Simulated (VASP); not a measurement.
Set up this calculation in VASP 6.6.1, as the native input.

```
Task                   : single point
Functional             : r2SCAN
Potentials or basis    : VASP PAW PBE potentials, release 64 (Sc_sv, Al)
Cutoff                 : 520 eV
k mesh                 : 1 × 1 × 1
Occupations            : gaussian, width 0.1 eV
Spin                   : no spin polarisation
Dipole correction      : no
Further INCAR settings : ALGO = Normal; EDIFF = 1e-07; NBANDS = 14
```

ScAl:

```
Sc Al
1.0
     3.37035    0.00000    0.00000
     0.00000    3.37035    0.00000
     0.00000    0.00000    3.37035
Sc Al
1 1
Cartesian
  1.6852 1.6852 1.6852
  0.0000 0.0000 0.0000
```

The input as run:

POSCAR

```
ScAl
1.0
    3.3703489700      0.0000000000      0.0000000000
    0.0000000000      3.3703489700      0.0000000000
    0.0000000000      0.0000000000      3.3703489700
Sc Al
1 1
Direct
    0.5000000000      0.5000000000      0.5000000000
    0.0000000000      0.0000000000      0.0000000000
```

INCAR.step1

```
SYSTEM = ScAl
  PREC = Accurate
  ENCUT = 520
  ISMEAR = 0
  SIGMA = 0.1
  LREAL = .False.
  LASPH = .True.
  NELM = 80
  NBANDS = 14
  GGA = PE
  ALGO = Normal
  EDIFF = 1E-4
  LWAVE = .True.
  LCHARG = .False.
```

INCAR.step2

```
SYSTEM = ScAl
  PREC = Accurate
  ENCUT = 520
  EDIFF = 1E-7
  ISMEAR = 0
  SIGMA = 0.1
  LREAL = .False.
  LASPH = .True.
  NELM = 80
  ALGO = Normal
  ISIF = 2
  LWAVE = .False.
  LCHARG = .False.
  METAGGA = R2SCAN
  LMIXTAU = .True.
  NBANDS = 14
  ISTART = 1
```

KPOINTS

```
Automatic mesh
0
Gamma
  1 1 1
  0 0 0
```

Potentials or basis: VASP PAW PBE potentials, release 64 (Sc_sv, Al).

Command:

```bash
$ cat potpaw_PBE.64/Sc_sv/POTCAR potpaw_PBE.64/Al/POTCAR > POTCAR
$ cp INCAR.step1 INCAR
$ mpirun -np 1 vasp_gam > vasp.out
$ cp INCAR.step2 INCAR
$ mpirun -np 1 vasp_gam > vasp.out
```

It gave:

The pressure is -31.2 GPa.

Caveat: the k points lie up to 1.86 Å⁻¹ apart; the PAW data sets were made with another functional, which shifts forces and pressure a little.

It took 12 s on 1 thread of Intel(R) Xeon(R) 6975P-C (Granite Rapids) (shared host), peak memory 0.15 GiB.
